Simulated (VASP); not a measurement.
Here is a VASP 6.6.1 calculation.

File INCAR:

```
SYSTEM = K3S2
  PREC = Accurate
  ENCUT = 520
  EDIFF = 1E-6
  ISMEAR = 0
  SIGMA = 0.1
  LREAL = .FALSE.
  LASPH = .TRUE.
  NELM = 80
  ALGO = Normal
  ISIF = 2
  LWAVE = .FALSE.
  LCHARG = .FALSE.
  GGA = PE
  NBANDS = 50
```

KPOINTS

```
regular mesh
0
G
  3 3 3
  0 0 0
```

File POSCAR:

```
K3S2
1.0
    3.6616072344      2.1140299224      6.6646750323
   -3.6616072344      2.1140299224      6.6646750323
    0.0000000000     -4.2280598450      6.6646750323
K S
6 4
Direct
    0.0562500000      0.4437500000      0.7500000000
    0.7500000000      0.0562500000      0.4437500000
    0.4437500000      0.7500000000      0.0562500000
    0.9437500000      0.5562500000      0.2500000000
    0.2500000000      0.9437500000      0.5562500000
    0.5562500000      0.2500000000      0.9437500000
    0.8521800000      0.8521800000      0.8521800000
    0.6478200000      0.6478200000      0.6478200000
    0.1478200000      0.1478200000      0.1478200000
    0.3521800000      0.3521800000      0.3521800000
```

Potentials or basis: VASP PAW PBE potentials, release 64 (K_sv, S).

The run is started by

```sh
$ cat potpaw_PBE.64/K_sv/POTCAR potpaw_PBE.64/S/POTCAR > POTCAR
$ mpirun -np 1 vasp_std > vasp.out
```

(1) What does it give for the pressure?

(2) Predict the largest force.

(3) What does it give for the band gap on the k mesh?

Results:

(1) 5.9 GPa.

(2) 0.266 eV/Å.

(3) zero (bands 39 and 40 overlap by 0.09 eV).

Caveat: the cell stands under pressure.
